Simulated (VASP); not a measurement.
Wanted: the native input for a VASP 6.6.1 run.

| Item | Value |
| --- | --- |
| Task | single point |
| Functional | r2SCAN |
| Potentials or basis | VASP PAW PBE potentials, release 64 (Ir_sv_GW) |
| Cutoff | 620 eV |
| k mesh | 18 × 18 × 18 |
| Occupations | gaussian, width 0.05 eV |
| Spin | no spin polarisation |
| Dipole correction | no |
| Further INCAR settings | ALGO = Normal; EDIFF = 1e-06; NBANDS = 14 |

Ir:

```
Ir
1.0
     0.00000    1.93796    1.93796
     1.93796    0.00000    1.93796
     1.93796    1.93796    0.00000
Ir
1
Direct
  0.00000 0.00000 0.00000
```

The input as run:

POSCAR

```
Ir
1.0
    0.0000000000      1.9379620156      1.9379620156
    1.9379620156      0.0000000000      1.9379620156
    1.9379620156      1.9379620156      0.0000000000
Ir
1
Direct
    0.0000000000      0.0000000000      0.0000000000
```

INCAR.step1

```
SYSTEM = Ir
PREC     = Accurate       ! precision mode
ENCUT    = 620            ! plane-wave cutoff, eV
ISMEAR   = 0              ! smearing method
SIGMA    = 0.05           ! smearing width, eV
LREAL    = .FALSE.        ! projectors in reciprocal space
LASPH    = .TRUE.         ! aspherical terms in the spheres
NELM     = 120            ! most SCF steps
NBANDS   = 14             ! bands
GGA      = PE             ! functional
ALGO     = Normal         ! electronic algorithm
EDIFF    = 1E-5           ! SCF threshold, eV
LWAVE    = .TRUE.         ! write WAVECAR
LCHARG   = .FALSE.        ! write CHGCAR
GGA_COMPAT= .FALSE.
```

INCAR.step2

```
SYSTEM = Ir
PREC     = Accurate       ! precision mode
ENCUT    = 620            ! plane-wave cutoff, eV
EDIFF    = 1E-6           ! SCF threshold, eV
ISMEAR   = 0              ! smearing method
SIGMA    = 0.05           ! smearing width, eV
LREAL    = .FALSE.        ! projectors in reciprocal space
LASPH    = .TRUE.         ! aspherical terms in the spheres
NELM     = 120            ! most SCF steps
ALGO     = Normal         ! electronic algorithm
ISIF     = 2              ! what is computed and relaxed
LWAVE    = .FALSE.        ! write WAVECAR
LCHARG   = .FALSE.        ! write CHGCAR
METAGGA  = R2SCAN         ! meta-GGA
LMIXTAU  = .TRUE.       
NBANDS   = 14             ! bands
ISTART   = 1            
GGA_COMPAT= .FALSE.
```

KPOINTS

```
regular mesh
0
G
  18 18 18
  0 0 0
```

Potentials or basis: VASP PAW PBE potentials, release 64 (Ir_sv_GW).

Launch:

```bash
$ cat potpaw_PBE.64/Ir_sv_GW/POTCAR > POTCAR
$ cp INCAR.step1 INCAR
$ mpirun -np 1 vasp_std > vasp.out
$ cp INCAR.step2 INCAR
$ mpirun -np 1 vasp_std > vasp.out
```

It gave:

| Item | Value |
| --- | --- |
| Pressure | -9.7 GPa |
| Band gap on the k mesh | zero (an odd number of electrons rules out a gap without spin polarisation) |

Caveat: the cell stands under tension; the PAW data sets were made with another functional, which shifts forces and pressure a little; spin-orbit coupling is left out, which moves the levels of the heavy elements.

It took 2.3 min on 1 thread of AMD EPYC 9R45 96-Core Processor (Zen 5) (shared host), peak memory 0.16 GiB.
